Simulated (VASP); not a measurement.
## GaN: single point with PBEsol

The system is GaN.

```
CELL_PARAMETERS angstrom
0.00000 2.25350 2.25350
2.25350 0.00000 2.25350
2.25350 2.25350 0.00000
ATOMIC_POSITIONS crystal
Ga 0.00000 0.00000 0.00000
N 0.75000 0.75000 0.75000
```

```
Program                : VASP 6.6.1
Task                   : single point
Functional             : PBEsol
Potentials or basis    : VASP PAW PBE potentials, release 64 (Ga_d, N)
Cutoff                 : 600 eV
k mesh                 : 7 × 7 × 7
Occupations            : fermi-dirac, width 0.02 eV
Spin                   : no spin polarisation
Dipole correction      : no
Further INCAR settings : ALGO = Normal; EDIFF = 1e-06; NBANDS = 16
```

- Pressure: -1.5 GPa
- Band gap on the k mesh: 1.68 eV

Levels at points of the mesh, in eV from the valence-band top:
```csv
k point,band 5,band 6,band 7,band 8,band 9,band 10,band 11,band 12,band 13,band 14
"(0.00, 0.00, 0.00)",-13.08,-13.08,0.00,0.00,0.00,1.68,10.20,10.20,10.20,17.38
```

Run time: 11 s on 1 thread of AMD EPYC 7R13 Processor (Zen 3), with other jobs on the host, peak memory 0.13 GiB.

Caveat: the PAW data sets were made with another functional, which shifts forces and pressure a little.
